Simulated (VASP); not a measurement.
Set up this calculation in VASP 6.6.1, as the native input.

```yaml
Task: single point
Functional: PBE
Potentials_or_basis: VASP PAW PBE potentials, release 64 (Co, O)
Cutoff: 520 eV
k_mesh: 8 × 8 × 8
Occupations: gaussian, width 0.1 eV
Spin: collinear spin, ferromagnetic start
Starting_moments: "[2.73, 0.35] μB"
Dipole_correction: no
Further_INCAR_settings: ALGO = Normal; EDIFF = 1e-06; NBANDS = 18
```

The structure of CoO lies in POSCAR:

```
CoO
1.0
   -1.5068484025      1.5068484025      2.1057296968
    1.5068484025     -1.5068484025      2.1057296968
    1.5068484025      1.5068484025     -2.1057296968
Co O
1 1
Direct
    0.0000000000      0.0000000000      0.0000000000
    0.5000000000      0.5000000000      0.0000000000
```

These files were run (other wordings do the same):

INCAR

```
SYSTEM = CoO
ALGO = Normal
EDIFF = 1E-6
ENCUT = 520
GGA = PE
ISIF = 2
ISMEAR = 0
ISPIN = 2
LASPH = .True.
LCHARG = .False.
LMAXMIX = 4
LORBIT = 11
LREAL = .False.
LWAVE = .False.
MAGMOM = 2.73 0.35
NBANDS = 18
NELM = 150
PREC = Accurate
SIGMA = 0.1
```

KPOINTS

```
k-points
0
Gamma
  8 8 8
  0 0 0
```

Potentials or basis: VASP PAW PBE potentials, release 64 (Co, O).

Run with:

```console
$ cat potpaw_PBE.64/Co/POTCAR potpaw_PBE.64/O/POTCAR > POTCAR
$ mpirun -np 1 vasp_std > vasp.out
```

Results of the run:

The pressure is -0.5 GPa, the net moment is 2.86 μB per cell and the site moments are Co +2.52; O +0.28 μB. The valence electrons inside the program's atomic spheres are Co 7.81; O 4.98.

Caveat: a cell with one magnetic atom can't hold antiferromagnetic order, which such compounds often take.

It took 73 s on 1 thread of Intel Xeon 8259CL, on a shared host, peak memory 0.17 GiB.
